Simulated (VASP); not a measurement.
# Cd2As (I4/mmm) in VASP: single point with PBE

Aim: the single point of Cd2As with PBE.

Everything below comes from runs of VASP 6.6.1. Logs are shortened: lines on timing, memory, paths and dates and some standing lists are left out, and cuts for length are marked.

## Step 1: The cell of the first run

It takes space group I4/mmm (No. 139, tetragonal). The conventional cell has a = 3.920 Å, b = 3.920 Å, c = 8.781 Å, α = 90.00°, β = 90.00°, γ = 90.00°. Cd (site symmetry 4mm) has 9 Cd at 2.85 to 3.92 Å and 5 As at 2.97 to 3.12 Å within 4.0 Å. As (site symmetry 4/mmm) has 10 Cd at 2.97 to 3.12 Å and 4 As at 3.92 Å within 4.0 Å.

## Step 2: Single point, PBE

INCAR reads:

```
SYSTEM = Cd2As
ALGO = Fast
EDIFF = 1E-6
ENCUT = 520
GGA = PE
ISIF = 2
ISMEAR = 0
LASPH = .True.
LCHARG = .False.
LREAL = .False.
LWAVE = .False.
NBANDS = 22
NELM = 80
PREC = Accurate
SIGMA = 0.1
```

KPOINTS reads:

```
k-points
0
Gamma
  18 18 18
  0 0 0
```

POSCAR reads:

```
Cd2As
1.0
   -1.9598908680      1.9598908680      4.3904817674
    1.9598908680     -1.9598908680      4.3904817674
    1.9598908680      1.9598908680     -4.3904817674
Cd As
2 1
Direct
    0.6623202590      0.6623202590      0.0000000000
    0.3376797410      0.3376797410      0.0000000000
    0.0000000000      0.0000000000      0.0000000000
```

Potentials or basis: VASP PAW PBE potentials, release 64 (Cd, As).

Command:

```bash
$ cat potpaw_PBE.64/Cd/POTCAR potpaw_PBE.64/As/POTCAR > POTCAR
$ mpirun -np 1 vasp_std > vasp.out
```

OUTCAR:

```text
SYSTEM = Cd2As
   EDIFF = 1E-6
   ENCUT = 520
   GGA = PE
   ISIF = 2
   ISMEAR = 0
   LASPH = .True.
   LREAL = .False.
   NELM = 80
   PREC = Accurate

 ion  position               nearest neighbor table
   1  0.662  0.662  0.000-   2 2.85   3 2.97   3 3.12   3 3.12   3 3.12   3 3.12   2 3.17   2 3.17
                             2 3.17   2 3.17
   2  0.338  0.338  0.000-   1 2.85   3 2.97   3 3.12   3 3.12   3 3.12   3 3.12   1 3.17   1 3.17
                             1 3.17   1 3.17
   3  0.000  0.000  0.000-   1 2.97   2 2.97   1 3.12   2 3.12   1 3.12   1 3.12   1 3.12   2 3.12
                             2 3.12   2 3.12

  LATTYP: Found a body centered tetragonal cell.
 ALAT       =     3.9197817360
 C/A-ratio  =     2.2401664496

  Lattice vectors:

 A1 = (  -1.9598908680,   1.9598908680,   4.3904817674)
 A2 = (   1.9598908680,  -1.9598908680,   4.3904817674)
 A3 = (   1.9598908680,   1.9598908680,  -4.3904817674)

Analysis of symmetry for initial positions (statically):
=====================================================================
 Subroutine PRICEL returns:
 Original cell was already a primitive cell.

 Routine SETGRP: Setting up the symmetry group for a
 body centered tetragonal supercell.

 Subroutine GETGRP returns: Found 16 space group operations
 (whereof 16 operations were pure point group operations)
 out of a pool of 16 trial point group operations.

The static configuration has the point symmetry D_4h.

Analysis of symmetry for dynamics (positions and initial velocities):
=====================================================================
 Subroutine PRICEL returns:
 Original cell was already a primitive cell.

 Routine SETGRP: Setting up the symmetry group for a
 body centered tetragonal supercell.

 Subroutine GETGRP returns: Found 16 space group operations
 (whereof 16 operations were pure point group operations)
 out of a pool of 16 trial point group operations.

The dynamic configuration has the point symmetry D_4h.

 Subroutine INISYM returns: Found 16 space group operations
 (whereof 16 operations are pure point group operations),
 and found     1 'primitive' translations

----------------------------------------------------------------------------------------

                                     Primitive cell

  volume of cell :      67.4584

  direct lattice vectors                    reciprocal lattice vectors
    -1.959890868  1.959890868  4.390481767     0.000000000  0.255116246  0.113882719
     1.959890868 -1.959890868  4.390481767     0.255116246  0.000000000  0.113882719
     1.959890868  1.959890868 -4.390481767     0.255116246  0.255116246  0.000000000

  length of vectors
     5.192174359  5.192174359  5.192174359     0.279380694  0.279380694  0.360788854

  position of ions in fractional coordinates (direct lattice)
     0.662320259  0.662320259  0.000000000
     0.337679741  0.337679741  0.000000000
     0.000000000  0.000000000  0.000000000

  ion indices of the primitive-cell ions
   primitive index   ion index
                 1           1
                 2           2
                 3           3

----------------------------------------------------------------------------------------

 KPOINTS: k-points

Automatic generation of k-mesh.
 Grid dimensions read from file:
 generate k-points for:   18   18   18

 Generating k-lattice:

  Cartesian coordinates                     Fractional coordinates (reciprocal lattice)
     0.000000000  0.014173125  0.006326818     0.055555556 -0.000000000  0.000000000
     0.014173125  0.000000000  0.006326818    -0.000000000  0.055555556  0.000000000
     0.014173125  0.014173125  0.000000000     0.000000000  0.000000000  0.055555556

  Length of vectors
     0.015521150  0.015521150  0.020043825

  Shift w.r.t. Gamma in fractional coordinates (k-lattice)
     0.000000000  0.000000000  0.000000000

 Subroutine IBZKPT returns following result:
 ===========================================

 Found    480 irreducible k-points:

 Following reciprocal coordinates:
            Coordinates               Weight
  0.000000  0.000000  0.000000      1.000000
  0.055556 -0.000000  0.000000      8.000000
  0.111111 -0.000000  0.000000      8.000000
  0.166667  0.000000  0.000000      8.000000
  0.222222  0.000000  0.000000      8.000000
  0.277778  0.000000  0.000000      8.000000
[... 16 lines left out ...]
 -0.277778  0.055556 -0.000000     16.000000
 -0.222222  0.055556  0.000000     16.000000
 [... further k-points ...]
   k-points           NKPTS =    480   k-points in BZ     NKDIM =    480   number of bands    NBANDS=     22
   number of dos      NEDOS =    301   number of ions     NIONS =      3
   total plane-waves  NPLWV =  64000
   dimension x,y,z NGX =    40 NGY =   40 NGZ =   40
   dimension x,y,z NGXF=    80 NGYF=   80 NGZF=   80
   ions per type =               2   1
   NGX,Y,Z   is equivalent  to a cutoff of  12.81, 12.81, 12.81 a.u.
   NGXF,Y,Z  is equivalent  to a cutoff of  25.61, 25.61, 25.61 a.u.
 SYSTEM =  Cd2As
   PREC   = accura    normal or accurate (medium, high low for compatibility)
   ISTART =      0    job   : 0-new  1-cont  2-samecut
   ICHARG =      2    charge: 1-file 2-atom 10-const
   ISPIN  =      1    spin polarized calculation?
   LNONCOLLINEAR =      F non collinear calculations
   LSORBIT =      F    spin-orbit coupling
   LASPH  =      T    aspherical Exc in radial PAW
   ENCUT  =  520.0 eV  38.22 Ry    6.18 a.u.   9.65  9.65  9.65*2*pi/ulx,y,z
   NELM   =     80;   NELMIN=  2; NELMDL= -5     # of ELM steps
   EDIFF  = 0.1E-05   stopping-criterion for ELM
   LREAL  =      F    real-space projection
   EDIFFG = 0.1E-04   stopping-criterion for IOM
   NSW    =      0    number of steps for IOM
   IBRION =     -1    ionic relax: 0-MD 1-quasi-New 2-CG
   NFREE  =      0    steps in history (QN), initial steepest desc. (CG)
   ISIF   =      2    stress and relaxation
   ISYM   =      2    0-nonsym 1-usesym 2-fastsym
   POTIM  = 0.5000    time-step for ionic-motion
   TEBEG  =    0.0;   TEEND  =   0.0 temperature during run
   PSTRESS=    0.0 pullay stress
   NELECT =      29.0000    total number of electrons
   NUPDOWN=      -1.0000    fix difference up-down
   EMIN   =  10.00;   EMAX   =-10.00  energy-range for DOS
   EFERMI =   0.00;   METHOD = LEGACY
   ISMEAR =     0;   SIGMA  =   0.10  broadening in eV -4-tet -1-fermi 0-gaus
   EFERMI_NEDOS =   21; number of points for ismear=-14 and -15
   IALGO  =     68    algorithm
   IMIX   =      4    mixing-type and parameters
     AMIX     =   0.40;   BMIX     =  1.00
     AMIX_MAG =   1.60;   BMIX_MAG =  1.00
  volume/ion in A,a.u.               =      22.49       151.74
  Fermi-wavevector in a.u.,A,eV,Ry     =   1.235555  2.334861 20.770611  1.526597
  Thomas-Fermi vector in A             =   2.370200
   LORBIT       =      0    0 simple, 1 ext, 2 COOP (PROOUT), +10 PAW based schemes
   GGA     = PE    functional components
   LHFCALC =     F    Hartree Fock is set to
   AEXX    =    0.0000 exact exchange contribution
   IVDW    =     0    specifies the selected vdW correction
   LEPSILON=     F    determine dielectric tensor
   LRPA    =     F    only Hartree local field effects (RPA)
 non-spin polarized calculation
 RMM-DIIS sequential band-by-band and
 Gauss-broadening in eV      SIGMA  =   0.10
  energy-cutoff  :      520.00
  volume of cell :       67.46
 maximum number of plane-waves:      1836
   NGX = 19   NGY = 19   NGZ = 19

 number of electron      28.9999997 magnetization

 Free energy of the ion-electron system (eV)
  ---------------------------------------------------
  ext. energy  EPLUGINS =         0.00000000
  ---------------------------------------------------
  free energy    TOTEN  =        -5.73997601 eV

  energy without entropy =       -5.73139584  energy(sigma->0) =       -5.73568592

 E-fermi :   3.2036     XC(G=0): -10.5172

 val. band max:        3.2012214447   @ k =  -0.2778   0.0556  -0.0000
 cond. band min:       3.2080226439   @ k =  -0.1667  -0.1667   0.0556
 fundamental gap:      0.0068011992
 Fermi energy:         3.2035762372

 k-point     1 :       0.0000    0.0000    0.0000
  band No.  band energies     occupation
      1      -8.4876      2.00000
      2      -5.7944      2.00000
      3      -5.7907      2.00000
      4      -5.7278      2.00000
      5      -5.6491      2.00000
      6      -5.5892      2.00000
[... 14 lines left out ...]
     21      10.9516      0.00000
     22      13.1565      0.00000

 k-point     2 :       0.0556   -0.0000    0.0000
  band No.  band energies     occupation
      1      -8.4652      2.00000
      2      -5.8082      2.00000
      3      -5.7903      2.00000
      4      -5.7489      2.00000
      5      -5.6366      2.00000
      6      -5.5947      2.00000
[... 14 lines left out ...]
     21      11.1496      0.00000
     22      12.8123      0.00000

 k-point     3 :       0.1111   -0.0000    0.0000
  band No.  band energies     occupation
      1      -8.3997      2.00000
      2      -5.8440      2.00000
      3      -5.7899      2.00000
      4      -5.7789      2.00000
      5      -5.6576      2.00000
      6      -5.5572      2.00000
[... 14 lines left out ...]
     21      11.7059      0.00000
     22      12.0941      0.00000

 k-point     4 :       0.1667    0.0000    0.0000
  band No.  band energies     occupation
      1      -8.2966      2.00000
      2      -5.8826      2.00000
      3      -5.8298      2.00000
      4      -5.7633      2.00000
      5      -5.6948      2.00000
      6      -5.5537      2.00000
[... 14 lines left out ...]
     21      11.3583      0.00000
     22      11.9633      0.00000

 k-point     5 :       0.2222    0.0000    0.0000
  band No.  band energies     occupation
      1      -8.1655      2.00000
      2      -5.9193      2.00000
      3      -5.8613      2.00000
      4      -5.7547      2.00000
      5      -5.7123      2.00000
      6      -5.5872      2.00000
[... 14 lines left out ...]
     21      10.6991      0.00000
     22      11.8822      0.00000

 k-point     6 :       0.2778    0.0000    0.0000
  band No.  band energies     occupation
      1      -8.0206      2.00000
      2      -5.9519      2.00000
      3      -5.8811      2.00000
      4      -5.7572      2.00000
      5      -5.6978      2.00000
      6      -5.6319      2.00000
[... 14 lines left out ...]
     21      10.2146      0.00000
     22      12.3233      0.00000

 k-point     7 :       0.3333    0.0000    0.0000
  band No.  band energies     occupation
      1      -7.8802      2.00000
      2      -5.9784      2.00000
      3      -5.8882      2.00000
      4      -5.7445      2.00000
      5      -5.6803      2.00000
      6      -5.6757      2.00000
[... 324 lines left out ...]
      6      -5.6292      2.00000
[... 14 lines left out ...]
     21      10.1331      0.00000
     22      11.9444      0.00000

 k-point    21 :      -0.3889    0.0556    0.0000
  band No.  band energies     occupation
      1      -7.7707      2.00000
      2      -5.9746      2.00000
      3      -5.8898      2.00000
      4      -5.7290      2.00000
      5      -5.7075      2.00000
      6      -5.6441      2.00000
[... 14 lines left out ...]
     21      10.3118      0.00000
     22      12.3401      0.00000

 k-point    22 :      -0.3333    0.0556    0.0000
  band No.  band energies     occupation
      1      -7.8895      2.00000
      2      -5.9475      2.00000
      3      -5.8900      2.00000
      4      -5.7530      2.00000
      5      -5.6662      2.00000
      6      -5.6633      2.00000
[... 14 lines left out ...]
     21      10.2860      0.00000
     22      12.9026      0.00000

 k-point    23 :      -0.2778    0.0556   -0.0000
  band No.  band energies     occupation
      1      -8.0292      2.00000
      2      -5.9155      2.00000
      3      -5.8801      2.00000
      4      -5.7599      2.00000
      5      -5.6889      2.00000
      6      -5.6152      2.00000
[... 14 lines left out ...]
     21      10.3813      0.00000
     22      12.5811      0.00000

 k-point    24 :      -0.2222    0.0556    0.0000
  band No.  band energies     occupation
      1      -8.1705      2.00000
      2      -5.8821      2.00000
      3      -5.8603      2.00000
      4      -5.7500      2.00000
      5      -5.7021      2.00000
      6      -5.5726      2.00000
[... 14 lines left out ...]
     21      10.4718      0.00000
     22      12.3642      0.00000

 [... further k-points ...]

------------------------ aborting loop because EDIFF is reached ----------------------------------------

  FORCE on cell =-STRESS in cart. coord.  units (eV):
  Direction    XX          YY          ZZ          XY          YZ          ZX
  --------------------------------------------------------------------------------------
  -------------------------------------------------------------------------------------
  Total        0.1164492      0.1164492      0.1681929      0.0000000     -0.0000000      0.0000000
  in kB        2.7657393      2.7657393      3.9946826      0.0000000     -0.0000000      0.0000000
  external PRESSURE =       3.1753871 kB  Pullay stress =       0.0000000 kB

 VOLUME and BASIS-vectors are now :
 -----------------------------------------------------------------------------
  energy-cutoff  :      520.00
  volume of cell :       67.46
      direct lattice vectors                 reciprocal lattice vectors
    -1.959890868  1.959890868  4.390481767     0.000000000  0.255116246  0.113882719
     1.959890868 -1.959890868  4.390481767     0.255116246  0.000000000  0.113882719
     1.959890868  1.959890868 -4.390481767     0.255116246  0.255116246  0.000000000

 POSITION                                       TOTAL-FORCE (eV/Angst)
 -----------------------------------------------------------------------------------
      0.00000      0.00000      5.81581        -0.000000     -0.000000      0.007429
      0.00000      0.00000      2.96515        -0.000000     -0.000000     -0.007429
      0.00000      0.00000      0.00000         0.000000      0.000000      0.000000
 -----------------------------------------------------------------------------------
    total drift:                               -0.000000     -0.000000      0.000000

  FREE ENERGIE OF THE ION-ELECTRON SYSTEM (eV)
  ---------------------------------------------------
  free  energy   TOTEN  =        -5.7399760111 eV

  energy  without entropy=       -5.7313958361  energy(sigma->0) =       -5.73568592
```

Wall time 9.3 min (1 thread of Intel Xeon Platinum 8488C (Sapphire Rapids), shared host); peak memory 0.75 GiB.

What came out:

```
Free energy            : -5.7400 eV
Pressure               : 0.3 GPa
Largest force          : 0.007 eV/Å
Band gap on the k mesh : zero (an odd number of electrons rules out a gap without spin polarisation)
```

Forces in eV/Å, atoms in the order of the input:
```
Cd   0.000  0.000  0.007
Cd   0.000  0.000 -0.007
As   0.000  0.000  0.000
```

Levels at points of the mesh, in eV from the Fermi level:
```csv
k point,band 12,band 13,band 14,band 15,band 16,band 17
"(0.00, 0.00, 0.00)",-3.52,-1.63,-0.11,-0.11,1.27,3.53
"(0.50, 0.00, 0.00)",-5.71,-3.13,-1.84,0.43,3.38,3.91
"(0.50, 0.50, 0.00)",-4.02,-2.55,-2.32,-2.25,-0.15,2.72
"(0.50, 0.50, 0.50)",-6.65,-1.18,-1.18,-0.80,3.51,5.04
```
